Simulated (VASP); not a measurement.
Write the native input for VASP 6.6.1 that does the following.

```yaml
Task: single point
Functional: r2SCAN
Potentials_or_basis: VASP PAW PBE potentials, release 64 (Ag)
Cutoff: 520 eV
k_mesh: 18 × 18 × 10
Occupations: gaussian, width 0.1 eV
Spin: no spin polarisation
Dipole_correction: no
Further_INCAR_settings: ALGO = Normal; EDIFF = 1e-07; NBANDS = 18
```

Ag:

```xyz
2
Lattice="2.8902 0.0000 0.0000 -1.4451 2.5030 0.0000 0.0000 0.0000 4.7249" Properties=species:S:1:pos:R:3 pbc="T T T"
Ag    0.0000    1.6686    1.1812
Ag    1.4451    0.8343    3.5437
```

This cell differs from its parent crystal: functional r2SCAN, strained.

The input as run:

POSCAR

```
Ag
1.0
    2.8901794065      0.0000000000      0.0000000000
   -1.4450897032      2.5029687875      0.0000000000
    0.0000000000      0.0000000000      4.7249039000
Ag
2
Direct
    0.3333333333      0.6666666667      0.2500000000
    0.6666666667      0.3333333333      0.7500000000
```

INCAR.step1

```
  ALGO = Normal
  EDIFF = 1E-4
  ENCUT = 520
  GGA = PE
  ISMEAR = 0
  LASPH = T
  LCHARG = F
  LREAL = F
  LWAVE = T
  NBANDS = 18
  NELM = 60
  PREC = Accurate
  SIGMA = 0.1
```

INCAR.step2

```
  ALGO = Normal
  EDIFF = 1E-7
  ENCUT = 520
  ISIF = 2
  ISMEAR = 0
  ISTART = 1
  LASPH = T
  LCHARG = T
  LELF = T
  LMIXTAU = T
  LREAL = F
  LVHAR = T
  LWAVE = F
  METAGGA = R2SCAN
  NBANDS = 18
  NELM = 60
  PREC = Accurate
  SIGMA = 0.1
```

KPOINTS

```
k-points
0
Gamma
  18 18 10
```

Potentials or basis: VASP PAW PBE potentials, release 64 (Ag).

Run with:

```console
$ cat potpaw_PBE.64/Ag/POTCAR > POTCAR
$ cp INCAR.step1 INCAR
$ mpirun -np 1 vasp_std > vasp.out
$ cp INCAR.step2 INCAR
$ mpirun -np 1 vasp_std > vasp.out
```

It gave:

The pressure is 1.6 GPa and the band gap on the k mesh is zero (band 11 reaches 12.65 eV, above the bottom of band 12 at 4.66 eV).

Caveat: the cell differs from its parent crystal (functional r2SCAN, strained); the PAW data sets were made with another functional, which shifts forces and pressure a little.

It took 5.1 min on 1 thread of Intel Xeon 6975P-C, on a shared host, peak memory 0.25 GiB.
